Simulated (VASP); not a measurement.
# Sb5As3 (Antimony) (P1) in VASP: notebook

The runs below take Sb5As3 (Antimony) through single point, with PBE.

All numbers are computed with VASP 6.6.1; they aren't measurements. Logs are shortened: lines on timing, memory, paths and dates and some standing lists are left out, and cuts for length are marked.

## Step 1: The cell of the first run

The typed cell holds 16 atoms: a = 9.013 Å, b = 9.013 Å, c = 9.013 Å, α = 57.11°, β = 57.11°, γ = 57.11°.

## Step 2: Single point, PBE

Input file INCAR:

```
SYSTEM = Sb5As3
PREC = Accurate ; ENCUT = 520
EDIFF = 1E-7 ; ISMEAR = 1
SIGMA = 0.05 ; LREAL = Auto
LASPH = .TRUE. ; NELM = 100
ALGO = Normal ; ISIF = 2
LWAVE = .FALSE. ; LCHARG = .TRUE.
GGA = PE ; LELF = .TRUE.
LVHAR = .TRUE. ; NBANDS = 54
```

Input file KPOINTS:

```
Automatic mesh
0
G
  3 3 3
  0 0 0
```

Input file POSCAR:

```
Sb5As3
1.0
    4.3084000000      2.4874600000      7.5160000000
   -4.3084000000      2.4874600000      7.5160000000
    0.0000000000     -4.9749200000      7.5160000000
Sb As
10 6
Direct
    0.1167450000      0.1167450000      0.1167450000
    0.1167450000      0.6167450000      0.1167450000
    0.3832550000      0.8832550000      0.3832550000
    0.1167450000      0.6167450000      0.6167450000
    0.3832550000      0.8832550000      0.8832550000
    0.6167450000      0.1167450000      0.1167450000
    0.6167450000      0.1167450000      0.6167450000
    0.8832550000      0.3832550000      0.8832550000
    0.6167450000      0.6167450000      0.1167450000
    0.6167450000      0.6167450000      0.6167450000
    0.3832550000      0.3832550000      0.3832550000
    0.1167450000      0.1167450000      0.6167450000
    0.3832550000      0.3832550000      0.8832550000
    0.8832550000      0.3832550000      0.3832550000
    0.8832550000      0.8832550000      0.3832550000
    0.8832550000      0.8832550000      0.8832550000
```

Potentials or basis: VASP PAW PBE potentials, release 64 (Sb, As).

The run is started by

```bash
$ cat potpaw_PBE.64/Sb/POTCAR potpaw_PBE.64/As/POTCAR > POTCAR
$ mpirun -np 1 vasp_std > vasp.out
```

OUTCAR:

```text
SYSTEM = Sb5As3
   PREC = Accurate
   ENCUT = 520
   EDIFF = 1E-7
   ISMEAR = 1
   LREAL = Auto
   LASPH = .TRUE.
   NELM = 100
   ISIF = 2
   GGA = PE

 ion  position               nearest neighbor table
   1  0.117  0.117  0.117-   5 2.91   8 2.91  15 2.91   3 3.35
   2  0.117  0.617  0.117-  13 2.91  16 2.91  14 2.91   5 3.35
   3  0.383  0.883  0.383-  10 2.91  12 2.91   6 2.91   1 3.35   9 3.35   4 3.35
   4  0.117  0.617  0.617-  11 2.91  15 2.91   8 2.91   3 3.35
   5  0.383  0.883  0.883-   1 2.91   9 2.91   7 2.91  10 3.35   2 3.35
   6  0.617  0.117  0.117-  13 2.91  16 2.91   3 2.91   8 3.35
   7  0.617  0.117  0.617-  11 2.91  15 2.91   5 2.91
   8  0.883  0.383  0.883-   1 2.91   9 2.91   4 2.91  10 3.35   6 3.35
   9  0.617  0.617  0.117-   5 2.91   8 2.91  11 2.91   3 3.35
  10  0.617  0.617  0.617-   3 2.91  14 2.91  13 2.91   5 3.35   8 3.35
  11  0.383  0.383  0.383-   4 2.91   7 2.91   9 2.91
  12  0.117  0.117  0.617-   3 2.91  14 2.91  16 2.91
  13  0.383  0.383  0.883-   2 2.91   6 2.91  10 2.91
  14  0.883  0.383  0.383-  10 2.91  12 2.91   2 2.91
  15  0.883  0.883  0.383-   4 2.91   7 2.91   1 2.91
  16  0.883  0.883  0.883-   2 2.91   6 2.91  12 2.91

  LATTYP: Found a trigonal (rhomboedric) cell.
 ALAT       =     9.0133247923
 COS(alpha) =     0.5430245193

  Lattice vectors:

 A1 = (   4.3084000000,   2.4874600000,   7.5160000000)
 A2 = (  -4.3084000000,   2.4874600000,   7.5160000000)
 A3 = (   0.0000000000,  -4.9749200000,   7.5160000000)

Analysis of symmetry for initial positions (statically):
=====================================================================
 Subroutine PRICEL returns:
 Original cell was already a primitive cell.

 Routine SETGRP: Setting up the symmetry group for a
 trigonal (rhombohedral) supercell.

 Subroutine GETGRP returns: Found  1 space group operations
 (whereof  1 operations were pure point group operations)
 out of a pool of 12 trial point group operations.

The static configuration has the point symmetry C_1 .

Analysis of symmetry for dynamics (positions and initial velocities):
=====================================================================
 Subroutine PRICEL returns:
 Original cell was already a primitive cell.

 Routine SETGRP: Setting up the symmetry group for a
 trigonal (rhombohedral) supercell.

 Subroutine GETGRP returns: Found  1 space group operations
 (whereof  1 operations were pure point group operations)
 out of a pool of 12 trial point group operations.

The dynamic configuration has the point symmetry C_1 .

 Subroutine INISYM returns: Found  1 space group operations
 (whereof  1 operations are pure point group operations),
 and found     1 'primitive' translations

----------------------------------------------------------------------------------------

                                     Primitive cell

  volume of cell :     483.2926

  direct lattice vectors                    reciprocal lattice vectors
     4.308400000  2.487460000  7.516000000     0.116052363  0.067002752  0.044349831
    -4.308400000  2.487460000  7.516000000    -0.116052363  0.067002752  0.044349831
     0.000000000 -4.974920000  7.516000000     0.000000000 -0.134005505  0.044349831

  length of vectors
     9.013324792  9.013324792  9.013328187     0.141153914  0.141153914  0.141153756

  position of ions in fractional coordinates (direct lattice)
     0.116745000  0.116745000  0.116745000
     0.116745000  0.616745000  0.116745000
     0.383255000  0.883255000  0.383255000
     0.116745000  0.616745000  0.616745000
     0.383255000  0.883255000  0.883255000
     0.616745000  0.116745000  0.116745000
[... 8 lines left out ...]
     0.883255000  0.883255000  0.383255000
     0.883255000  0.883255000  0.883255000

  ion indices of the primitive-cell ions
   primitive index   ion index
                 1           1
                 2           2
                 3           3
                 4           4
                 5           5
                 6           6
[... 8 lines left out ...]
                15          15
                16          16

----------------------------------------------------------------------------------------

 KPOINTS: Automatic mesh

Automatic generation of k-mesh.
 Grid dimensions read from file:
 generate k-points for:    3    3    3

 Generating k-lattice:

  Cartesian coordinates                     Fractional coordinates (reciprocal lattice)
     0.038684121  0.022334251  0.014783277     0.333333333  0.000000000  0.000000000
    -0.038684121  0.022334251  0.014783277     0.000000000  0.333333333  0.000000000
     0.000000000 -0.044668502  0.014783277     0.000000000  0.000000000  0.333333333

  Length of vectors
     0.047051305  0.047051305  0.047051252

  Shift w.r.t. Gamma in fractional coordinates (k-lattice)
     0.000000000  0.000000000  0.000000000

 Subroutine IBZKPT returns following result:
 ===========================================

 Found     14 irreducible k-points:

 Following reciprocal coordinates:
            Coordinates               Weight
  0.000000  0.000000  0.000000      1.000000
  0.333333 -0.000000  0.000000      2.000000
 -0.000000  0.333333  0.000000      2.000000
  0.000000  0.000000  0.333333      2.000000
  0.333333  0.333333  0.000000      2.000000
 -0.333333  0.000000 -0.333333      2.000000
 -0.000000  0.333333  0.333333      2.000000
 -0.333333  0.333333  0.000000      2.000000
  0.333333 -0.000000 -0.333333      2.000000
  0.000000 -0.333333  0.333333      2.000000
  0.333333  0.333333  0.333333      2.000000
 -0.333333  0.333333  0.333333      2.000000
  0.333333 -0.333333  0.333333      2.000000
  0.333333  0.333333 -0.333333      2.000000
   k-points           NKPTS =     14   k-points in BZ     NKDIM =     14   number of bands    NBANDS=     54
   number of dos      NEDOS =    301   number of ions     NIONS =     16
   total plane-waves  NPLWV = 343000
   dimension x,y,z NGX =    70 NGY =   70 NGZ =   70
   dimension x,y,z NGXF=   140 NGYF=  140 NGZF=  140
   ions per type =              10   6
   NGX,Y,Z   is equivalent  to a cutoff of  12.91, 12.91, 12.91 a.u.
   NGXF,Y,Z  is equivalent  to a cutoff of  25.82, 25.82, 25.82 a.u.
 SYSTEM =  Sb5As3
   PREC   = accura    normal or accurate (medium, high low for compatibility)
   ISTART =      0    job   : 0-new  1-cont  2-samecut
   ICHARG =      2    charge: 1-file 2-atom 10-const
   ISPIN  =      1    spin polarized calculation?
   LNONCOLLINEAR =      F non collinear calculations
   LSORBIT =      F    spin-orbit coupling
   LASPH  =      T    aspherical Exc in radial PAW
   ENCUT  =  520.0 eV  38.22 Ry    6.18 a.u.  16.76 16.76 16.76*2*pi/ulx,y,z
   NELM   =    100;   NELMIN=  2; NELMDL= -5     # of ELM steps
   EDIFF  = 0.1E-06   stopping-criterion for ELM
   LREAL  =      T    real-space projection
   EDIFFG = 0.1E-05   stopping-criterion for IOM
   NSW    =      0    number of steps for IOM
   IBRION =     -1    ionic relax: 0-MD 1-quasi-New 2-CG
   NFREE  =      0    steps in history (QN), initial steepest desc. (CG)
   ISIF   =      2    stress and relaxation
   ISYM   =      2    0-nonsym 1-usesym 2-fastsym
   POTIM  = 0.5000    time-step for ionic-motion
   TEBEG  =    0.0;   TEEND  =   0.0 temperature during run
   PSTRESS=    0.0 pullay stress
   NELECT =      80.0000    total number of electrons
   NUPDOWN=      -1.0000    fix difference up-down
   EMIN   =  10.00;   EMAX   =-10.00  energy-range for DOS
   EFERMI =   0.00;   METHOD = LEGACY
   ISMEAR =     1;   SIGMA  =   0.05  broadening in eV -4-tet -1-fermi 0-gaus
   EFERMI_NEDOS =   21; number of points for ismear=-14 and -15
   IALGO  =     38    algorithm
   IMIX   =      4    mixing-type and parameters
     AMIX     =   0.40;   BMIX     =  1.00
     AMIX_MAG =   1.60;   BMIX_MAG =  1.00
  volume/ion in A,a.u.               =      30.21       203.84
  Fermi-wavevector in a.u.,A,eV,Ry     =   0.898879  1.698636 10.993293  0.807984
  Thomas-Fermi vector in A             =   2.021644
   LORBIT       =      0    0 simple, 1 ext, 2 COOP (PROOUT), +10 PAW based schemes
   GGA     = PE    functional components
   LHFCALC =     F    Hartree Fock is set to
   AEXX    =    0.0000 exact exchange contribution
   IVDW    =     0    specifies the selected vdW correction
   LEPSILON=     F    determine dielectric tensor
   LRPA    =     F    only Hartree local field effects (RPA)
 non-spin polarized calculation
 Methfessel and Paxton  Order N= 1 SIGMA  =   0.05
  energy-cutoff  :      520.00
  volume of cell :      483.29
 maximum number of plane-waves:     13044
 NGX is ok and might be reduce to    70
   NGX = 33   NGY = 33   NGZ = 33

 number of electron      80.0000003 magnetization

 Free energy of the ion-electron system (eV)
  ---------------------------------------------------
  ext. energy  EPLUGINS =         0.00000000
  ---------------------------------------------------
  free energy    TOTEN  =       -68.26076231 eV

  energy without entropy =      -68.25965543  energy(sigma->0) =      -68.26039335

 E-fermi :   5.2057     XC(G=0):  -9.1964

 val. band max:        5.1901691501   @ k =  -0.3333   0.3333   0.3333
 cond. band min:       5.2867919051   @ k =   0.0000   0.0000   0.0000
 fundamental gap:      0.0966227550
 Fermi energy:         5.2056636903

 k-point     1 :       0.0000    0.0000    0.0000
  band No.  band energies     occupation
      1      -7.1831      2.00000
      2      -5.9016      2.00000
      3      -5.5174      2.00000
      4      -5.4197      2.00000
      5      -5.3413      2.00000
      6      -5.0606      2.00000
[... 44 lines left out ...]
     51       6.0862     -0.00000
     52       6.3344      0.00000

 k-point     2 :       0.3333   -0.0000    0.0000
  band No.  band energies     occupation
      1      -6.9095      2.00000
      2      -6.1393      2.00000
      3      -5.8035      2.00000
      4      -5.5774      2.00000
      5      -5.3881      2.00000
      6      -5.2249      2.00000
[... 44 lines left out ...]
     51       7.3489      0.00000
     52       7.4162      0.00000
[... 603 lines left out ...]
     51       7.5301      0.00000
     52       7.8505      0.00000

 k-point    14 :       0.3333    0.3333   -0.3333
  band No.  band energies     occupation
      1      -6.5628      2.00000
      2      -6.3858      2.00000
      3      -6.1795      2.00000
      4      -5.7198      2.00000
      5      -5.3216      2.00000
      6      -5.2294      2.00000
[... 44 lines left out ...]
     51       7.5358      0.00000
     52       7.8561      0.00000
 [bands above 52 left out]

------------------------ aborting loop because EDIFF is reached ----------------------------------------

  FORCE on cell =-STRESS in cart. coord.  units (eV):
  Direction    XX          YY          ZZ          XY          YZ          ZX
  --------------------------------------------------------------------------------------
  -------------------------------------------------------------------------------------
  Total      -12.7281062    -12.7609806     -9.8122459     -0.3319168      0.3671532      0.4955485
  in kB      -42.1953146    -42.3042975    -32.5288613     -1.1003472      1.2171602      1.6428072
  external PRESSURE =     -39.0094911 kB  Pullay stress =       0.0000000 kB

 VOLUME and BASIS-vectors are now :
 -----------------------------------------------------------------------------
  energy-cutoff  :      520.00
  volume of cell :      483.29
      direct lattice vectors                 reciprocal lattice vectors
     4.308400000  2.487460000  7.516000000     0.116052363  0.067002752  0.044349831
    -4.308400000  2.487460000  7.516000000    -0.116052363  0.067002752  0.044349831
     0.000000000 -4.974920000  7.516000000     0.000000000 -0.134005505  0.044349831

 POSITION                                       TOTAL-FORCE (eV/Angst)
 -----------------------------------------------------------------------------------
      0.00000      0.00000      2.63237        -0.146848     -0.570200     -0.046183
     -2.15420      1.24373      6.39037        -0.024232     -0.173951     -0.958867
     -2.15420      1.24373     12.39963        -0.581531     -0.354205      0.333376
     -2.15420     -1.24373     10.14837         0.002303      0.507571     -0.458733
     -2.15420     -1.24373     16.15763        -0.163673      0.104492     -0.285981
      2.15420      1.24373      6.39037         0.028239      0.494975     -0.494029
[... 8 lines left out ...]
      0.00000      2.48746     16.15763        -0.007340     -0.033385      0.771620
      0.00000      0.00000     19.91563         0.023206      0.337595      1.066589
 -----------------------------------------------------------------------------------
    total drift:                               -0.000005     -0.000019      0.065270

  FREE ENERGIE OF THE ION-ELECTRON SYSTEM (eV)
  ---------------------------------------------------
  free  energy   TOTEN  =       -68.2607623087 eV

  energy  without entropy=      -68.2596554325  energy(sigma->0) =      -68.26039335
```

It took 7.9 min on 1 thread of Intel Xeon 6975P-C (Granite Rapids), shared host; peak memory 0.77 GiB.

Results:

```
Free energy            : -68.2608 eV
Pressure               : -3.9 GPa
Largest force          : 1.324 eV/Å
Band gap on the k mesh : zero (band 40 reaches 5.19 eV, above the bottom of band 41 at 5.15 eV)
```

Forces in eV/Å, atoms in the order of the input:
```
Sb  -0.147 -0.570 -0.046
Sb  -0.024 -0.174 -0.959
Sb  -0.582 -0.354  0.333
Sb   0.002  0.508 -0.459
Sb  -0.164  0.104 -0.286
Sb   0.028  0.495 -0.494
Sb   0.001  0.676 -0.364
Sb   0.139  0.085 -0.256
Sb   0.174 -0.575 -0.014
Sb   0.578 -0.128 -0.631
As   0.001 -0.119  0.719
As  -0.278 -0.085 -1.292
As  -0.032 -0.013  0.818
As   0.286 -0.154  1.092
As  -0.007 -0.033  0.772
As   0.023  0.338  1.067
```

Stress tensor (GPa, compression positive):
```
-4.22 -0.11  0.16
-0.11 -4.23  0.12
 0.16  0.12 -3.25
```

Caveat: spin-orbit coupling is left out, which moves the levels of the heavy elements; forces of over 1 eV/Å act on the atoms, so gaps and moduli don't describe the material at rest.

[end of part 1 of 2]
